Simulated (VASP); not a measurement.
Write the native input for VASP 6.6.1 that does the following.

```
Task                   : single point
Functional             : PBE
Potentials or basis    : VASP PAW PBE potentials, release 64 (Mg, Sb, Ge_d)
Cutoff                 : 520 eV
k mesh                 : 6 × 6 × 2
Occupations            : fermi-dirac, width 0.02 eV
Spin                   : no spin polarisation
Dipole correction      : no
Further INCAR settings : ALGO = Normal; EDIFF = 1e-07; NBANDS = 36
```

The structure of MgGeSb2 lies in POSCAR:

```
MgGeSb2
1.0
    4.4328768126      0.0000000000      0.0000000000
    0.0000000000      4.4328768126      0.0000000000
    0.0000000000      0.0000000000     13.0054483414
Mg Sb Ge
2 4 2
Direct
    0.5000000000      0.0000000000      0.8713098534
    0.0000000000      0.5000000000      0.1286901466
    0.5000000000      0.5000000000      0.0000000000
    0.0000000000      0.0000000000      0.2637512166
    0.5000000000      0.5000000000      0.5000000000
    0.0000000000      0.0000000000      0.7362487834
    0.5000000000      0.0000000000      0.3801310925
    0.0000000000      0.5000000000      0.6198689075
```

These files were run (other wordings do the same):

INCAR

```
PREC = Accurate ; ENCUT = 520
EDIFF = 1E-7 ; ISMEAR = -1
SIGMA = 0.02 ; LREAL = F
LASPH = T ; NELM = 100
ALGO = Normal ; ISIF = 2
LWAVE = F ; LCHARG = F
GGA = PE ; NBANDS = 36
```

KPOINTS

```
Automatic mesh
0
Gamma
  6 6 2
```

Potentials or basis: VASP PAW PBE potentials, release 64 (Mg, Sb, Ge_d).

Launch:

```console
$ cat potpaw_PBE.64/Mg/POTCAR potpaw_PBE.64/Sb/POTCAR potpaw_PBE.64/Ge_d/POTCAR > POTCAR
$ mpirun -np 1 vasp_std > vasp.out
```

Results of the run:

```json
{
 "Pressure": "1.3 GPa",
 "Largest force": "0.144 eV/Å",
 "Band gap on the k mesh": "zero (bands 26 and 27 overlap by 0.27 eV)"
}
```

Caveat: spin-orbit coupling is left out, which moves the levels of the heavy elements.

It took 110 s on 1 thread of Intel(R) Xeon(R) 6975P-C (Granite Rapids) (shared host), peak memory 0.45 GiB.
